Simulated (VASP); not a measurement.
# AlN (P2_1) in VASP: a series of runs, part 3 of 3

VASP 6.6.1.

## (5) Single point, PBEsol (atoms displaced along several vibrational modes)

Contents of INCAR:

```
PREC = Accurate
ENCUT = 520
EDIFF = 1E-6
ISMEAR = 0
SIGMA = 0.05
LREAL = F
LASPH = T
NELM = 60
ALGO = Normal
ISIF = 2
LWAVE = F
LCHARG = F
GGA = PS
NBANDS = 26
```

Contents of KPOINTS:

```
Automatic mesh
0
Gamma
  8 8 8
```

Contents of POSCAR:

```
AlN
1.0
   -3.1135599857      0.0000000000      0.0000000000
    0.0000000000      5.3928440876      0.0000000000
    1.5567799928     -2.6964220438     -4.9833504711
Al N
4 4
Direct
    1.0049000374      0.3277655947      0.9984946880
    0.5049000374      0.8277655947      0.9984946880
    0.2435946506      0.9207290933      0.4984946880
    0.7435946506      0.4207290933      0.4984946880
    0.8032004223      0.1311996364      0.6165008612
    0.3032004223      0.6311996364      0.6165008612
    0.0633004389      0.7353012248      0.1165008612
    0.5633004389      0.2353012248      0.1165008612
```

Potentials or basis: VASP PAW PBE potentials, release 64 (Al, N).

Run with:

```sh
$ cat potpaw_PBE.64/Al/POTCAR potpaw_PBE.64/N/POTCAR > POTCAR
$ mpirun -np 1 vasp_std > vasp.out
```

OUTCAR:

```text
PREC = Accurate
   ENCUT = 520
   EDIFF = 1E-6
   ISMEAR = 0
   LREAL = F
   LASPH = T
   NELM = 60
   ISIF = 2
   GGA = PS

 ion  position               nearest neighbor table
   1  0.005  0.328  0.998-   8 1.85   8 1.86   5 1.90   7 1.97   3 3.04   4 3.04   4 3.08   3 3.08
                             3 3.10   4 3.10   2 3.11   2 3.11   2 3.11   2 3.11
   2  0.505  0.828  0.998-   7 1.85   7 1.86   6 1.90   8 1.97   4 3.04   3 3.04   3 3.08   4 3.08
                             4 3.10   3 3.10   1 3.11   1 3.11   1 3.11   1 3.11
   3  0.244  0.921  0.498-   5 1.85   5 1.86   7 1.90   6 1.97   1 3.04   2 3.04   2 3.08   1 3.08
                             1 3.10   2 3.10   4 3.11   4 3.11   4 3.11   4 3.11
   4  0.744  0.421  0.498-   6 1.85   6 1.86   8 1.90   5 1.97   2 3.04   1 3.04   1 3.08   2 3.08
                             2 3.10   1 3.10   3 3.11   3 3.11   3 3.11   3 3.11
   5  0.803  0.131  0.617-   3 1.85   3 1.86   1 1.90   4 1.97
   6  0.303  0.631  0.617-   4 1.85   4 1.86   2 1.90   3 1.97
   7  0.063  0.735  0.117-   2 1.85   2 1.86   3 1.90   1 1.97
   8  0.563  0.235  0.117-   1 1.85   1 1.86   4 1.90   2 1.97

  LATTYP: Found a body centered orthorhombic cell.
 ALAT       =     3.1135599857
 B/A-ratio  =     1.7320508076
 C/A-ratio  =     3.2010627667

  Lattice vectors:

 A1 = (  -1.5567799928,   2.6964220438,   4.9833504711)
 A2 = (   1.5567799929,  -2.6964220438,   4.9833504711)
 A3 = (   1.5567799928,   2.6964220438,  -4.9833504711)

Analysis of symmetry for initial positions (statically):
=====================================================================
 Subroutine PRICEL returns following result:

  LATTYP: Found a hexagonal cell.
 ALAT       =     3.1135599857
 C/A-ratio  =     1.6005313834

  Lattice vectors:

 A1 = (   3.1135599857,  -0.0000000000,   0.0000000000)
 A2 = (  -1.5567799929,  -2.6964220438,   0.0000000000)
 A3 = (  -0.0000000000,   0.0000000000,  -4.9833504711)

   2 primitive cells build up your supercell.

 Routine SETGRP: Setting up the symmetry group for a
 body centered orthorhombic supercell.

 Subroutine GETGRP returns: Found  2 space group operations
 (whereof  1 operations were pure point group operations)
 out of a pool of  8 trial point group operations.

The static configuration has the point symmetry C_1 .
 The point group associated with its full space group is C_2 .

Analysis of symmetry for dynamics (positions and initial velocities):
=====================================================================
 Subroutine PRICEL returns following result:

  LATTYP: Found a hexagonal cell.
 ALAT       =     3.1135599857
 C/A-ratio  =     1.6005313834

  Lattice vectors:

 A1 = (   3.1135599857,  -0.0000000000,   0.0000000000)
 A2 = (  -1.5567799929,  -2.6964220438,   0.0000000000)
 A3 = (  -0.0000000000,   0.0000000000,  -4.9833504711)

   2 primitive cells build up your supercell.

 Routine SETGRP: Setting up the symmetry group for a
 body centered orthorhombic supercell.

 Subroutine GETGRP returns: Found  2 space group operations
 (whereof  1 operations were pure point group operations)
 out of a pool of  8 trial point group operations.

The dynamic configuration has the point symmetry C_1 .
 The point group associated with its full space group is C_2 .

[... 62 lines left out ...]
  0.375000  0.000000  0.000000      4.000000
  0.500000  0.000000  0.000000      2.000000
  0.000000  0.125000  0.000000      4.000000
[... 16 lines left out ...]
  0.125000 -0.250000 -0.125000      4.000000
  0.250000  0.250000  0.000000      4.000000
 [... further k-points ...]
   k-points           NKPTS =    150   k-points in BZ     NKDIM =    150   number of bands    NBANDS=     26
   number of dos      NEDOS =    301   number of ions     NIONS =      8
   total plane-waves  NPLWV =  46080
   dimension x,y,z NGX =    24 NGY =   40 NGZ =   48
   dimension x,y,z NGXF=    48 NGYF=   80 NGZF=   96
   ions per type =               4   4
   NGX,Y,Z   is equivalent  to a cutoff of  12.81, 12.33, 13.58 a.u.
   NGXF,Y,Z  is equivalent  to a cutoff of  25.63, 24.66, 27.16 a.u.
 SYSTEM =  unknown system
   PREC   = accura    normal or accurate (medium, high low for compatibility)
   ISTART =      0    job   : 0-new  1-cont  2-samecut
   ICHARG =      2    charge: 1-file 2-atom 10-const
   ISPIN  =      1    spin polarized calculation?
   LNONCOLLINEAR =      F non collinear calculations
   LSORBIT =      F    spin-orbit coupling
   LASPH  =      T    aspherical Exc in radial PAW
   ENCUT  =  520.0 eV  38.22 Ry    6.18 a.u.   5.79 10.03 10.93*2*pi/ulx,y,z
   NELM   =     60;   NELMIN=  2; NELMDL= -5     # of ELM steps
   EDIFF  = 0.1E-05   stopping-criterion for ELM
   LREAL  =      F    real-space projection
   EDIFFG = 0.1E-04   stopping-criterion for IOM
   NSW    =      0    number of steps for IOM
   IBRION =     -1    ionic relax: 0-MD 1-quasi-New 2-CG
   NFREE  =      0    steps in history (QN), initial steepest desc. (CG)
   ISIF   =      2    stress and relaxation
   ISYM   =      2    0-nonsym 1-usesym 2-fastsym
   POTIM  = 0.5000    time-step for ionic-motion
   TEBEG  =    0.0;   TEEND  =   0.0 temperature during run
   PSTRESS=    0.0 pullay stress
   NELECT =      32.0000    total number of electrons
   NUPDOWN=      -1.0000    fix difference up-down
   EMIN   =  10.00;   EMAX   =-10.00  energy-range for DOS
   EFERMI =   0.00;   METHOD = LEGACY
   ISMEAR =     0;   SIGMA  =   0.05  broadening in eV -4-tet -1-fermi 0-gaus
   EFERMI_NEDOS =   21; number of points for ismear=-14 and -15
   IALGO  =     38    algorithm
   IMIX   =      4    mixing-type and parameters
     AMIX     =   0.40;   BMIX     =  1.00
     AMIX_MAG =   1.60;   BMIX_MAG =  1.00
  volume/ion in A,a.u.               =      10.46        70.58
  Fermi-wavevector in a.u.,A,eV,Ry     =   1.188300  2.245561 19.212190  1.412056
  Thomas-Fermi vector in A             =   2.324432
   LORBIT       =      0    0 simple, 1 ext, 2 COOP (PROOUT), +10 PAW based schemes
   GGA     = PS    functional components
   LHFCALC =     F    Hartree Fock is set to
   AEXX    =    0.0000 exact exchange contribution
   IVDW    =     0    specifies the selected vdW correction
   LEPSILON=     F    determine dielectric tensor
   LRPA    =     F    only Hartree local field effects (RPA)
 non-spin polarized calculation
 Gauss-broadening in eV      SIGMA  =   0.05
  energy-cutoff  :      520.00
  volume of cell :       83.68
 maximum number of plane-waves:      2272
   NGX = 11   NGY = 21   NGZ = 21

 number of electron      31.9999999 magnetization

 Free energy of the ion-electron system (eV)
  ---------------------------------------------------
  ext. energy  EPLUGINS =         0.00000000
  ---------------------------------------------------
  free energy    TOTEN  =       -62.44234383 eV

  energy without entropy =      -62.44234383  energy(sigma->0) =      -62.44234383

 E-fermi :   6.2716     XC(G=0): -11.0989

 val. band max:        6.0605102784   @ k =   0.0000   0.0000   0.0000
 cond. band min:      10.1457546166   @ k =   0.0000   0.0000   0.0000
 fundamental gap:      4.0852443382
 Fermi energy:         6.2715920449

 k-point     1 :       0.0000    0.0000    0.0000
  band No.  band energies     occupation
      1      -9.1151      2.00000
      2      -6.9353      2.00000
      3      -6.7588      2.00000
      4      -6.7588      2.00000
      5      -0.0028      2.00000
      6       0.5281      2.00000
[... 685 lines left out ...]
     25      16.9340      0.00000
     26      17.1950      0.00000

 [... further k-points ...]

------------------------ aborting loop because EDIFF is reached ----------------------------------------

  FORCE on cell =-STRESS in cart. coord.  units (eV):
  Direction    XX          YY          ZZ          XY          YZ          ZX
  --------------------------------------------------------------------------------------
  -------------------------------------------------------------------------------------
  Total        3.7220290     -2.5003490      0.1929557      0.0025146      0.0000000      0.0000000
  in kB       71.2678730    -47.8756493      3.6946354      0.0481480      0.0000000      0.0000000
  external PRESSURE =       9.0289530 kB  Pullay stress =       0.0000000 kB

 VOLUME and BASIS-vectors are now :
 -----------------------------------------------------------------------------
  energy-cutoff  :      520.00
  volume of cell :       83.68
      direct lattice vectors                 reciprocal lattice vectors
    -3.113559986  0.000000000  0.000000000    -0.321175762  0.000000000 -0.100334103
     0.000000000  5.392844088  0.000000000     0.000000000  0.185430912 -0.100334103
     1.556779993 -2.696422044 -4.983350471     0.000000000  0.000000000 -0.200668206

 POSITION                                       TOTAL-FORCE (eV/Angst)
 -----------------------------------------------------------------------------------
      1.53918     -0.92477     -4.97585         0.106644      0.947171      0.097125
     -0.01760      1.77165     -4.97585         0.106644      0.947171      0.097125
      0.01760      3.62120     -2.48417        -0.106644     -0.947171      0.097125
     -1.53918      0.92477     -2.48417        -0.106644     -0.947171      0.097125
     -1.54106     -0.95481     -3.07224        -0.043212      1.068044     -0.097125
      0.01572      1.74161     -3.07224        -0.043212      1.068044     -0.097125
     -0.01572      3.65123     -0.58056         0.043212     -1.068044     -0.097125
     -1.57250      0.95481     -0.58056         0.043212     -1.068044     -0.097125
 -----------------------------------------------------------------------------------
    total drift:                               -0.000001     -0.000025      0.000709

  FREE ENERGIE OF THE ION-ELECTRON SYSTEM (eV)
  ---------------------------------------------------
  free  energy   TOTEN  =       -62.4423438306 eV

  energy  without entropy=      -62.4423438306  energy(sigma->0) =      -62.44234383
```

Run time: 97 s. Hardware: 1 thread of Intel Xeon 6975P-C (Granite Rapids), shared host; peak memory 0.36 GiB.

What came out:

```
Free energy            : -62.4423 eV
Pressure               : 0.9 GPa
Largest force          : 1.073 eV/Å
Band gap on the k mesh : 4.09 eV
```

Forces on the atoms (eV/Å):
```
Al   0.107  0.947  0.097
Al   0.107  0.947  0.097
Al  -0.107 -0.947  0.097
Al  -0.107 -0.947  0.097
N   -0.043  1.068 -0.097
N   -0.043  1.068 -0.097
N    0.043 -1.068 -0.097
N    0.043 -1.068 -0.097
```

Levels at points of the mesh, in eV from the valence-band top:
| k point | band 14 | band 15 | band 16 | band 17 | band 18 | band 19 |
| --- | --- | --- | --- | --- | --- | --- |
| (0.00, 0.00, 0.00) | -0.35 | -0.14 | 0.00 | 4.09 | 5.37 | 5.37 |
| (0.50, 0.00, 0.00) | -1.94 | -0.98 | -0.98 | 6.16 | 6.16 | 7.10 |
| (0.00, 0.50, 0.00) | -0.79 | -0.65 | -0.65 | 5.99 | 5.99 | 7.28 |
| (0.50, 0.50, 0.00) | -1.31 | -1.31 | -0.65 | 5.04 | 5.04 | 5.65 |
| (0.50, 0.50, 0.50) | -1.32 | -1.32 | -0.65 | 5.08 | 5.08 | 5.57 |
| (0.00, 0.00, 0.50) | -0.74 | -0.40 | -0.40 | 5.23 | 5.79 | 6.33 |

Caveat: the cell differs from its parent crystal (atoms displaced along several vibrational modes); the stress differs along the axes, from -5 to 7 GPa; the PAW data sets were made with another functional, which shifts forces and pressure a little. A k mesh can miss the band edges.

## (6) Overview

| cell | gap on the mesh (eV) | pressure (GPa) | largest force (eV/Å) |
| --- | --- | --- | --- |
| as given, atomic positions A | 4.08 | 0.0 | 0.41 |
| as given, atomic positions B | 4.07 | 0.1 | 0.61 |
| as given, atomic positions C | 4.07 | 1.7 | 1.88 |
| as given, atomic positions D | 4.09 | 0.9 | 1.07 |

Alike in all rows: task single point; level PBEsol; potentials or basis VASP PAW PBE potentials, release 64 (Al, N); no spin polarisation; k mesh 8 × 8 × 8; cutoff (eV) 520; smearing gaussian 0.05 eV.

Caveats: the PAW data sets were made with another functional, which shifts forces and pressure a little; the stress differs along the axes, from -3 to 3 GPa (at least some runs); the stress differs along the axes, from -7 to 11 GPa (at least some runs); the stress differs along the axes, from -5 to 7 GPa (at least some runs).

Absolute energies hang on the potentials; compare differences alone.
